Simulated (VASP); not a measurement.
# Rh (Fm-3m) in VASP: notebook, part 2 of 2

VASP 6.6.1. Earlier steps stand in the parts before.

## (4) Single point, r2SCAN (volume scaled by 1.03)

POSCAR

```
Rh
1.0
    0.0000000000      1.9187650783      1.9187650783
    1.9187650783      0.0000000000      1.9187650783
    1.9187650783      1.9187650783      0.0000000000
Rh
1
Direct
    0.0000000000      0.0000000000      0.0000000000
```

INCAR.step1

```
  PREC = Accurate
  ENCUT = 520
  ISMEAR = 0
  SIGMA = 0.1
  LREAL = False
  LASPH = True
  NELM = 80
  NBANDS = 14
  GGA = PE
  ALGO = Normal
  EDIFF = 1E-4
  LWAVE = True
  LCHARG = False
```

INCAR.step2

```
  PREC = Accurate
  ENCUT = 520
  EDIFF = 1E-6
  ISMEAR = 0
  SIGMA = 0.1
  LREAL = False
  LASPH = True
  NELM = 80
  ALGO = Normal
  ISIF = 2
  LWAVE = False
  LCHARG = False
  METAGGA = R2SCAN
  LMIXTAU = True
  NBANDS = 14
  ISTART = 1
```

KPOINTS

```
regular mesh
0
Gamma
  18 18 18
```

Potentials or basis: VASP PAW PBE potentials, release 64 (Rh_pv).

Run with:

```
> cat potpaw_PBE.64/Rh_pv/POTCAR > POTCAR
> cp INCAR.step1 INCAR
> mpirun -np 1 vasp_std > vasp.out
> cp INCAR.step2 INCAR
> mpirun -np 1 vasp_std > vasp.out
```

OUTCAR:

```text
PREC = Accurate
   ENCUT = 520
   EDIFF = 1E-6
   ISMEAR = 0
   LREAL = False
   LASPH = True
   NELM = 80
   ISIF = 2
   METAGGA = R2SCAN
   ISTART = 1

 ion  position               nearest neighbor table
   1  0.000  0.000  0.000-

  LATTYP: Found a face centered cubic cell.
 ALAT       =     3.8375301566

  Lattice vectors:

 A1 = (   0.0000000000,   1.9187650783,   1.9187650783)
 A2 = (   1.9187650783,   0.0000000000,   1.9187650783)
 A3 = (   1.9187650783,   1.9187650783,   0.0000000000)

Analysis of symmetry for initial positions (statically):
=====================================================================
 Subroutine PRICEL returns:
 Original cell was already a primitive cell.

 Routine SETGRP: Setting up the symmetry group for a
 face centered cubic supercell.

 Subroutine GETGRP returns: Found 48 space group operations
 (whereof 48 operations were pure point group operations)
 out of a pool of 48 trial point group operations.

The static configuration has the point symmetry O_h .

Analysis of symmetry for dynamics (positions and initial velocities):
=====================================================================
 Subroutine PRICEL returns:
 Original cell was already a primitive cell.

 Routine SETGRP: Setting up the symmetry group for a
 face centered cubic supercell.

 Subroutine GETGRP returns: Found 48 space group operations
 (whereof 48 operations were pure point group operations)
 out of a pool of 48 trial point group operations.

The dynamic configuration has the point symmetry O_h .

 Subroutine INISYM returns: Found 48 space group operations
 (whereof 48 operations are pure point group operations),
 and found     1 'primitive' translations

----------------------------------------------------------------------------------------

                                     Primitive cell

  volume of cell :      14.1285

  direct lattice vectors                    reciprocal lattice vectors
     0.000000000  1.918765078  1.918765078    -0.260584271  0.260584271  0.260584271
     1.918765078  0.000000000  1.918765078     0.260584271 -0.260584271  0.260584271
[... 113 lines left out ...]
   LRPA    =     F    only Hartree local field effects (RPA)
 non-spin polarized calculation
 Gauss-broadening in eV      SIGMA  =   0.10
  energy-cutoff  :      520.00
  volume of cell :       14.13
 maximum number of plane-waves:       392
   NGX =  9   NGY =  9   NGZ =  9

 number of electron      15.0000002 magnetization

 Free energy of the ion-electron system (eV)
  ---------------------------------------------------
  ext. energy  EPLUGINS =         0.00000000
  ---------------------------------------------------
  free energy    TOTEN  =       -24.13271928 eV

  energy without entropy =      -24.12557223  energy(sigma->0) =      -24.12914576

 E-fermi :  11.2431     XC(G=0): -15.0037

 val. band max:       11.2198260904   @ k =   0.5000   0.3889   0.0556
 cond. band min:      11.2436387803   @ k =   0.5000   0.2222   0.1111
 fundamental gap:      0.0238126899
 Fermi energy:        11.2430554491

 k-point     1 :       0.0000    0.0000    0.0000
  band No.  band energies     occupation
      1     -36.5051      2.00000
      2     -36.5051      2.00000
      3     -36.5051      2.00000
      4       3.2649      2.00000
      5       8.1973      2.00000
      6       8.1973      2.00000
      7       8.1973      2.00000
      8      10.2047      2.00000
      9      10.2047      2.00000
     10      27.9703      0.00000
     11      28.6505      0.00000
     12      33.5621      0.00000
     13      33.5622      0.00000
     14      33.5622      0.00000
[... 377 lines left out ...]
      1     -36.8507      2.00000
      2     -36.5758      2.00000
      3     -36.5447      2.00000
      4       5.1289      2.00000
      5       7.8679      2.00000
      6       8.5741      2.00000
      7       8.6250      2.00000
      8      10.0416      2.00000
      9      10.7193      2.00000
     10      27.2560      0.00000
     11      28.6496      0.00000
     12      29.6241      0.00000
     13      34.8466      0.00000
     14      36.8281      0.00000

 [... further k-points ...]

------------------------ aborting loop because EDIFF is reached ----------------------------------------

  FORCE on cell =-STRESS in cart. coord.  units (eV):
  Direction    XX          YY          ZZ          XY          YZ          ZX
  --------------------------------------------------------------------------------------
  -------------------------------------------------------------------------------------
  Total       -0.5892385     -0.5892385     -0.5892385      0.0000000     -0.0000000      0.0000000
  in kB      -66.8199709    -66.8199709    -66.8199709      0.0000000     -0.0000000      0.0000000
  external PRESSURE =     -66.8199709 kB  Pullay stress =       0.0000000 kB

 VOLUME and BASIS-vectors are now :
 -----------------------------------------------------------------------------
  energy-cutoff  :      520.00
  volume of cell :       14.13
      direct lattice vectors                 reciprocal lattice vectors
     0.000000000  1.918765078  1.918765078    -0.260584271  0.260584271  0.260584271
     1.918765078  0.000000000  1.918765078     0.260584271 -0.260584271  0.260584271
     1.918765078  1.918765078  0.000000000     0.260584271  0.260584271 -0.260584271

 POSITION                                       TOTAL-FORCE (eV/Angst)
 -----------------------------------------------------------------------------------
      0.00000      0.00000      0.00000        -0.000000     -0.000000     -0.000000
 -----------------------------------------------------------------------------------
    total drift:                                0.000000      0.000000      0.000000

  FREE ENERGIE OF THE ION-ELECTRON SYSTEM (eV)
  ---------------------------------------------------
  free  energy   TOTEN  =       -24.1327192842 eV

  energy  without entropy=      -24.1255722317  energy(sigma->0) =      -24.12914576
```

OUTCAR.step1:

```text
PREC = Accurate
   ENCUT = 520
   ISMEAR = 0
   LREAL = False
   LASPH = True
   NELM = 80
[... 622 lines left out ...]

 POSITION                                       TOTAL-FORCE (eV/Angst)
 -----------------------------------------------------------------------------------
      0.00000      0.00000      0.00000         0.000000      0.000000      0.000000
 -----------------------------------------------------------------------------------
    total drift:                                0.000000     -0.000000      0.000000

  FREE ENERGIE OF THE ION-ELECTRON SYSTEM (eV)
  ---------------------------------------------------
  free  energy   TOTEN  =        -7.2613651299 eV

  energy  without entropy=       -7.2541250268  energy(sigma->0) =       -7.25774508
```

OSZICAR.step1:

```text
N       E                     dE             d eps       ncg     rms          rms(c)
DAV:   1     0.121175158107E+03    0.12118E+03   -0.87499E+03  5486   0.114E+03
DAV:   2    -0.617968590764E+01   -0.12735E+03   -0.12153E+03  6024   0.341E+02
DAV:   3    -0.776069496476E+01   -0.15810E+01   -0.15783E+01  6534   0.418E+01
DAV:   4    -0.776677733715E+01   -0.60824E-02   -0.60818E-02  6306   0.266E+00
DAV:   5    -0.776683308925E+01   -0.55752E-04   -0.55752E-04  6408   0.224E-01    0.946E+00
DAV:   6    -0.727885376922E+01    0.48798E+00   -0.83075E-01  5826   0.126E+01    0.321E+00
DAV:   7    -0.726468897629E+01    0.14165E-01   -0.17234E-02  6324   0.148E+00    0.156E+00
DAV:   8    -0.726147363445E+01    0.32153E-02   -0.30690E-03  5898   0.740E-01    0.165E-01
DAV:   9    -0.726136342452E+01    0.11021E-03   -0.80311E-05  3546   0.126E-01    0.113E-02
DAV:  10    -0.726136512994E+01   -0.17054E-05   -0.60828E-06  2790   0.307E-02
   1 F= -.72613651E+01 E0= -.72577451E+01  d E =-.724010E-02
```

Run time: 70 s. Hardware: 1 thread of Intel Xeon Platinum 8488C (Sapphire Rapids), shared host; peak memory 0.15 GiB.

Results:

* Free energy: -24.1327 eV
* Pressure: -6.7 GPa

Levels at points of the mesh, in eV from the Fermi level:
| k point | band 4 | band 5 | band 6 | band 7 | band 8 | band 9 | band 10 | band 11 |
| --- | --- | --- | --- | --- | --- | --- | --- | --- |
| (0.00, 0.00, 0.00) | -7.98 | -3.05 | -3.05 | -3.05 | -1.04 | -1.04 | 16.73 | 17.41 |
| (0.50, 0.00, 0.00) | -6.11 | -3.15 | -3.15 | 0.55 | 0.55 | 0.93 | 8.79 | 16.28 |
| (0.50, 0.50, 0.00) | -6.29 | -5.93 | 0.48 | 0.99 | 0.99 | 3.44 | 12.52 | 13.83 |

Caveat: the cell differs from its parent crystal (volume scaled by 1.03); the PAW data sets were made with another functional, which shifts forces and pressure a little.

## (5) Single point, r2SCAN (volume scaled by 1.06)

POSCAR

```
Rh
1.0
    0.0000000000      1.9372158744      1.9372158744
    1.9372158744      0.0000000000      1.9372158744
    1.9372158744      1.9372158744      0.0000000000
Rh
1
Direct
    0.0000000000      0.0000000000      0.0000000000
```

INCAR.step1

```
SYSTEM = Rh
PREC = Accurate
ENCUT = 520
ISMEAR = 0
SIGMA = 0.1
LREAL = .False.
LASPH = .True.
NELM = 100
NBANDS = 14
GGA = PE
ALGO = Normal
EDIFF = 1E-4
LWAVE = .True.
LCHARG = .False.
```

INCAR.step2

```
SYSTEM = Rh
PREC = Accurate
ENCUT = 520
EDIFF = 1E-6
ISMEAR = 0
SIGMA = 0.1
LREAL = .False.
LASPH = .True.
NELM = 100
ALGO = Normal
ISIF = 2
LWAVE = .False.
LCHARG = .True.
METAGGA = R2SCAN
LMIXTAU = .True.
LELF = .True.
LVHAR = .True.
NBANDS = 14
ISTART = 1
```

KPOINTS

```
regular mesh
0
Gamma
  18 18 18
  0 0 0
```

Run with:

```
> cat potpaw_PBE.64/Rh_pv/POTCAR > POTCAR
> cp INCAR.step1 INCAR
> mpirun -np 1 vasp_std > vasp.out
> cp INCAR.step2 INCAR
> mpirun -np 1 vasp_std > vasp.out
```

It took 66 s on 1 thread of Intel Xeon Platinum 8488C (Sapphire Rapids), shared host; peak memory 0.15 GiB.

It converged, with:

```yaml
Free_energy: -24.1071 eV
Pressure: -13.3 GPa
```

Levels at points of the mesh, in eV from the Fermi level:
```csv
k point,band 3,band 4,band 5,band 6,band 7,band 8,band 9,band 10,band 11,band 12
"(0.00, 0.00, 0.00)",-47.70,-7.76,-2.91,-2.91,-2.91,-1.00,-1.00,16.74,17.45,22.16
"(0.50, 0.00, 0.00)",-47.79,-5.87,-3.01,-3.01,0.52,0.52,0.97,8.50,16.28,17.45
"(0.50, 0.50, 0.00)",-47.93,-6.02,-5.67,0.45,0.94,0.94,3.41,12.16,13.66,13.66
```

Caveat: the cell differs from its parent crystal (volume scaled by 1.06); the PAW data sets were made with another functional, which shifts forces and pressure a little.

## (6) Relaxation of cell and atoms, r2SCAN

This run uses another cell than the first one, of 13.67 Å³/atom, 0.997 times its volume.

POSCAR

```
Rh
1.0
    0.0000000000      1.8978500000      1.8978500000
    1.8978500000      0.0000000000      1.8978500000
    1.8978500000      1.8978500000      0.0000000000
Rh
1
Direct
    0.0000000000      0.0000000000      0.0000000000
```

INCAR.step1

```
SYSTEM = Rh
  PREC = Accurate
  ENCUT = 600
  ISMEAR = 0
  SIGMA = 0.1
  LREAL = .FALSE.
  LASPH = .TRUE.
  NELM = 60
  GGA = PE
  ALGO = Normal
  EDIFF = 1E-4
  LWAVE = .TRUE.
  LCHARG = .FALSE.
```

INCAR.step2

```
SYSTEM = Rh
  PREC = Accurate
  ENCUT = 600
  EDIFF = 1E-7
  ISMEAR = 0
  SIGMA = 0.1
  LREAL = .FALSE.
  LASPH = .TRUE.
  NELM = 60
  ALGO = Normal
  ISIF = 3
  LWAVE = .FALSE.
  LCHARG = .FALSE.
  METAGGA = R2SCAN
  LMIXTAU = .TRUE.
  IBRION = 2
  NSW = 100
  EDIFFG = -0.005
  ISTART = 1
```

KPOINTS

```
regular mesh
0
G
  18 18 18
  0 0 0
```

Potentials or basis: VASP PAW PBE potentials, release 64 (Rh_pv).

Run with:

```
> cat potpaw_PBE.64/Rh_pv/POTCAR > POTCAR
> cp INCAR.step1 INCAR
> mpirun -np 1 vasp_std > vasp.out
> cp INCAR.step2 INCAR
> mpirun -np 1 vasp_std > vasp.out
```

OUTCAR:

```text
SYSTEM = Rh
   PREC = Accurate
   ENCUT = 600
   EDIFF = 1E-7
   ISMEAR = 0
   LREAL = .FALSE.
   LASPH = .TRUE.
   NELM = 60
   ISIF = 3
   METAGGA = R2SCAN
   IBRION = 2
   NSW = 100
   EDIFFG = -0.005
   ISTART = 1

 ion  position               nearest neighbor table
   1  0.000  0.000  0.000-

  LATTYP: Found a face centered cubic cell.
 ALAT       =     3.7957000000

  Lattice vectors:

 A1 = (   0.0000000000,   1.8978500000,   1.8978500000)
 A2 = (   1.8978500000,   0.0000000000,   1.8978500000)
 A3 = (   1.8978500000,   1.8978500000,   0.0000000000)

Analysis of symmetry for initial positions (statically):
=====================================================================
 Subroutine PRICEL returns:
 Original cell was already a primitive cell.

 Routine SETGRP: Setting up the symmetry group for a
 face centered cubic supercell.

 Subroutine GETGRP returns: Found 48 space group operations
 (whereof 48 operations were pure point group operations)
 out of a pool of 48 trial point group operations.

The static configuration has the point symmetry O_h .

Analysis of symmetry for dynamics (positions and initial velocities):
[... 227 lines left out ...]
--------------------------------------- Ionic step        3  -------------------------------------------

 number of electron      15.0000002 magnetization

 Free energy of the ion-electron system (eV)
  ---------------------------------------------------
  ext. energy  EPLUGINS =         0.00000000
  ---------------------------------------------------
  free energy    TOTEN  =       -24.13910278 eV

  energy without entropy =      -24.13227718  energy(sigma->0) =      -24.13568998

 E-fermi :  11.7077     XC(G=0): -15.1949

 val. band max:       11.7071825943   @ k =   0.5000   0.2222   0.1111
 cond. band min:      11.7210547548   @ k =   0.5000   0.3889   0.0000
 fundamental gap:      0.0138721605
 Fermi energy:        11.7076882524

 k-point     1 :       0.0000    0.0000    0.0000
  band No.  band energies     occupation
      1     -36.0874      2.00000
      2     -36.0874      2.00000
      3     -36.0874      2.00000
      4       3.5343      2.00000
      5       8.5360      2.00000
      6       8.5360      2.00000
      7       8.5360      2.00000
      8      10.6299      2.00000
      9      10.6299      2.00000
     10      28.4192      0.00000
     11      29.0803      0.00000
[... 309 lines left out ...]
 k-point    24 :      -0.2222    0.0556    0.0000
  band No.  band energies     occupation
      1     -36.4655      2.00000
      2     -36.1644      2.00000
      3     -36.1304      2.00000
      4       5.4233      2.00000
      5       8.2002      2.00000
      6       8.9273      2.00000
      7       8.9795      2.00000
      8      10.4544      2.00000
      9      11.1624      2.00000
     10      27.9217      0.00000
     11      29.0811      0.00000

 [... further k-points ...]

------------------------ aborting loop because EDIFF is reached ----------------------------------------

  FORCE on cell =-STRESS in cart. coord.  units (eV):
  Direction    XX          YY          ZZ          XY          YZ          ZX
  --------------------------------------------------------------------------------------
  -------------------------------------------------------------------------------------
  Total        0.0007486      0.0007486      0.0007486      0.0000000      0.0000000      0.0000000
  in kB        0.0870881      0.0870881      0.0870881      0.0000000      0.0000000      0.0000000
  external PRESSURE =       0.0870881 kB  Pullay stress =       0.0000000 kB
[... 16 lines left out ...]
  FREE ENERGIE OF THE ION-ELECTRON SYSTEM (eV)
  ---------------------------------------------------
  free  energy   TOTEN  =       -24.1391027761 eV

  energy  without entropy=      -24.1322771752  energy(sigma->0) =      -24.13568998

 reached required accuracy - stopping structural energy minimisation
```

OUTCAR.step1:

```text
SYSTEM = Rh
   PREC = Accurate
   ENCUT = 600
   ISMEAR = 0
   LREAL = .FALSE.
   LASPH = .TRUE.
   NELM = 60
[... 553 lines left out ...]
 -----------------------------------------------------------------------------------
      0.00000      0.00000      0.00000         0.000000      0.000000     -0.000000
 -----------------------------------------------------------------------------------
    total drift:                               -0.000000      0.000000      0.000000

  FREE ENERGIE OF THE ION-ELECTRON SYSTEM (eV)
  ---------------------------------------------------
  free  energy   TOTEN  =        -7.2531241592 eV

  energy  without entropy=       -7.2462957150  energy(sigma->0) =       -7.24970994
```

OSZICAR.step1:

```text
N       E                     dE             d eps       ncg     rms          rms(c)
DAV:   1     0.127295555204E+03    0.12730E+03   -0.10224E+04  4290   0.163E+03
DAV:   2    -0.605916382093E+01   -0.13335E+03   -0.12781E+03  4368   0.415E+02
DAV:   3    -0.774319082802E+01   -0.16840E+01   -0.16731E+01  4956   0.526E+01
DAV:   4    -0.775343240859E+01   -0.10242E-01   -0.10240E-01  4724   0.421E+00
DAV:   5    -0.775358739168E+01   -0.15498E-03   -0.15498E-03  4891   0.494E-01    0.103E+01
DAV:   6    -0.727407130417E+01    0.47952E+00   -0.10991E+00  4509   0.158E+01    0.360E+00
DAV:   7    -0.725672424734E+01    0.17347E-01   -0.24138E-02  4815   0.204E+00    0.169E+00
DAV:   8    -0.725327868774E+01    0.34456E-02   -0.36945E-03  4473   0.981E-01    0.224E-01
DAV:   9    -0.725312181856E+01    0.15687E-03   -0.10437E-04  3005   0.175E-01    0.119E-02
DAV:  10    -0.725312415924E+01   -0.23407E-05   -0.65064E-06  2298   0.371E-02
   1 F= -.72531242E+01 E0= -.72497099E+01  d E =-.682844E-02
```

It took 3 min on 1 thread of Intel Xeon Platinum 8488C (Sapphire Rapids), shared host; peak memory 0.17 GiB.

What came out:

| Item | Value |
| --- | --- |
| Free energy | -24.1391 eV |
| Relaxed volume | 13.77 Å³/atom |
| Relaxed cell | a = 2.690 Å, b = 2.690 Å, c = 2.690 Å, α = 60.00°, β = 60.00°, γ = 60.00° |
| Space group after relaxing (to 0.05 Å) | Fm-3m (No. 225) |
| Energy gained by relaxing | 0.6 meV/atom |
| Ionic steps | 3 |
| Pressure after relaxing | 0.0 GPa |

Step by step:
```
step  energy change (eV)  largest force (eV/Å)  pressure (GPa)  volume (Å³)
   1              0.0000                0.0000            2.10        13.67
   2              0.0035                0.0000           -5.01        14.03
   3             -0.0006                0.0000            0.01        13.77
```

Final structure:
```yaml
crystal:
  lattice:
    - [0.00000, 1.90246, 1.90246]
    - [1.90246, 0.00000, 1.90246]
    - [1.90246, 1.90246, 0.00000]
  atoms:
    - { symbol: Rh, position: [0.00000, 0.00000, 0.00000] }
```

Levels at points of the mesh, in eV from the Fermi level:
| k point | band 3 | band 4 | band 5 | band 6 | band 7 | band 8 | band 9 | band 10 | band 11 |
| --- | --- | --- | --- | --- | --- | --- | --- | --- | --- |
| (0.00, 0.00, 0.00) | -47.80 | -8.17 | -3.17 | -3.17 | -3.17 | -1.08 | -1.08 | 16.71 | 17.37 |
| (0.50, 0.00, 0.00) | -47.90 | -6.33 | -3.29 | -3.29 | 0.58 | 0.58 | 0.90 | 9.06 | 16.27 |
| (0.50, 0.50, 0.00) | -48.08 | -6.54 | -6.17 | 0.50 | 1.04 | 1.04 | 3.47 | 12.85 | 13.99 |

Caveat: the PAW data sets were made with another functional, which shifts forces and pressure a little.

## (7) Summary

| task | cell | cutoff (eV) | gap on the mesh (eV) | pressure (GPa) |
| --- | --- | --- | --- | --- |
| single point | a = 2.687 Å, angles 60.0°, 1 atom | 520 | none | 1.2 |
| single point | a = 2.714 Å, angles 60.0°, 1 atom | 520 | none | -6.7 |
| single point | a = 2.740 Å, angles 60.0°, 1 atom | 520 | none | -13.3 |
| relaxation of cell and atoms | relaxed from a = 2.684 Å, angles 60.0°, 1 atom | 600 | none | 0.0 |

Alike in all rows: level r2SCAN; potentials or basis VASP PAW PBE potentials, release 64 (Rh_pv); no spin polarisation; k mesh 18 × 18 × 18; smearing gaussian 0.1 eV.

Caveats: the PAW data sets were made with another functional, which shifts forces and pressure a little.

Absolute energies hang on the potentials; compare differences alone.
